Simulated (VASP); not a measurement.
Input of a VASP 6.6.1 run:

INCAR

```
SYSTEM = BaTiO3
  ALGO = Normal
  EDIFF = 1E-7
  EDIFFG = -0.05
  ENCUT = 600
  GGA = PE
  IBRION = 2
  ISIF = 3
  ISMEAR = -1
  LASPH = .True.
  LCHARG = .False.
  LREAL = .False.
  LWAVE = .False.
  NELM = 100
  NSW = 80
  PREC = Accurate
  PSTRESS = -20.0
  SIGMA = 0.01
```

The input KPOINTS:

```
k-points
0
Gamma
  6 6 6
  0 0 0
```

Contents of POSCAR:

```
BaTiO3
1.0
    4.0060000000      0.0000000000      0.0000000000
    0.0000000000      4.0060000000      0.0000000000
    0.0000000000      0.0000000000      4.0060000000
Ba Ti O
1 1 3
Direct
    0.5000000000      0.5000000000      0.5000000000
    0.0000000000      0.0000000000      0.0000000000
    0.5000000000      0.0000000000      0.0000000000
    0.0000000000      0.5000000000      0.0000000000
    0.0000000000      0.0000000000      0.5000000000
```

Potentials or basis: VASP PAW PBE potentials, release 64 (Ba_sv, Ti_sv, O).

The run is started by

```sh
$ cat potpaw_PBE.64/Ba_sv/POTCAR potpaw_PBE.64/Ti_sv/POTCAR potpaw_PBE.64/O/POTCAR > POTCAR
$ mpirun -np 1 vasp_std > vasp.out
```

(1) Estimate the space group after relaxing (to 0.1 Å).

(2) Estimate the relaxed cell.

(3) Predict the band gap on the k mesh.

Answers

(1) Pm-3m (No. 221).

(2) a = 4.049 Å, b = 4.049 Å, c = 4.049 Å, α = 90.00°, β = 90.00°, γ = 90.00°.

(3) 1.68 eV (least direct gap 1.85 eV).

Caveat: the cell is relaxed towards a set pressure, so the run minimises the enthalpy, not the energy; spin-orbit coupling is left out, which moves the levels of the heavy elements.
